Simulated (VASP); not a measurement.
TmP2: relaxation of cell and atoms with PBE

TmP2:

```xyz
3
Lattice="4.1338 0.0000 0.0000 -2.0669 3.5800 0.0000 0.0000 0.0000 3.6566" Properties=species:S:1:pos:R:3 pbc="T T T"
Tm    0.0000    0.0000    0.0000
P     0.0000    2.3867    1.8283
P     2.0669    1.1933    1.8283
```

The cell was built from a structure type or drawn by symmetry, and may not be a known phase.

* Program: VASP 6.6.1
* Task: relaxation of cell and atoms
* Functional: PBE
* Potentials or basis: VASP PAW PBE potentials, release 64 (Tm_3, P), 4f in core
* Cutoff: 500 eV
* k mesh: 6 × 6 × 6
* Occupations: gaussian, width 0.1 eV
* Spin: no spin polarisation
* Dipole correction: no
* Mended: yes
* Further INCAR settings: ALGO = Normal; EDIFF = 1e-07; IBRION = 2; EDIFFG = -0.04; NSW = 90; ISIF = 3

```
Relaxed volume                        : 18.10 Å³/atom
Relaxed cell                          : a = 4.144 Å, b = 4.144 Å, c = 3.651 Å, α = 90.00°, β = 90.00°, γ = 120.00°
Space group after relaxing (to 0.1 Å) : P6/mmm (No. 191)
Energy gained by relaxing             : 0.2 meV/atom
Ionic steps                           : 2
Pressure after relaxing               : -0.1 GPa
Band gap on the k mesh                : zero (an odd number of electrons rules out a gap without spin polarisation)
```

Stress tensor (GPa, compression positive):
```
-0.05  0.00  0.00
 0.00 -0.05  0.00
 0.00  0.00 -0.16
```

Step by step:
```tsv
step	energy change (eV)	largest force (eV/Å)	pressure (GPa)	volume (Å³)
1	0.0000	0.0000	0.21	54.12
2	-0.0005	0.0000	-0.09	54.30
```

Final structure:
```cif
data_structure
_symmetry_space_group_name_H-M 'P 1'
_symmetry_Int_Tables_number 1
_cell_length_a 4.1443
_cell_length_b 4.1443
_cell_length_c 3.6505
_cell_angle_alpha 90.000
_cell_angle_beta 90.000
_cell_angle_gamma 120.000
_cell_volume 54.30
loop_
_atom_site_label
_atom_site_type_symbol
_atom_site_fract_x
_atom_site_fract_y
_atom_site_fract_z
_atom_site_occupancy
Tm1 Tm 0.00000 0.00000 0.00000 1
P1 P 0.33333 0.66667 0.50000 1
P2 P 0.66667 0.33333 0.50000 1
```

Levels at points of the mesh, in eV from the Fermi level:
```tsv
k point	band 7	band 8	band 9	band 10	band 11	band 12
(0.00, 0.00, 0.00)	-5.46	-3.12	-1.40	-0.54	-0.54	2.42
(0.50, 0.00, 0.00)	-4.39	-3.04	-0.34	1.60	1.63	1.91
(0.00, 0.00, 0.50)	-4.60	-4.60	-2.42	-2.42	-0.08	0.28
(0.50, 0.00, 0.50)	-4.73	-4.63	-2.47	2.61	3.35	3.40
```

Run time: 14 s on 1 thread of Intel(R) Xeon(R) 6975P-C (Granite Rapids), on a shared host, peak memory 0.18 GiB.

Caveat: spin-orbit coupling is left out, which moves the levels of the heavy elements; the 4f electrons are frozen in the core, so they carry no moment and show no levels. Spin polarisation is off, so any magnetic state and its effect on volume and gap are missing.
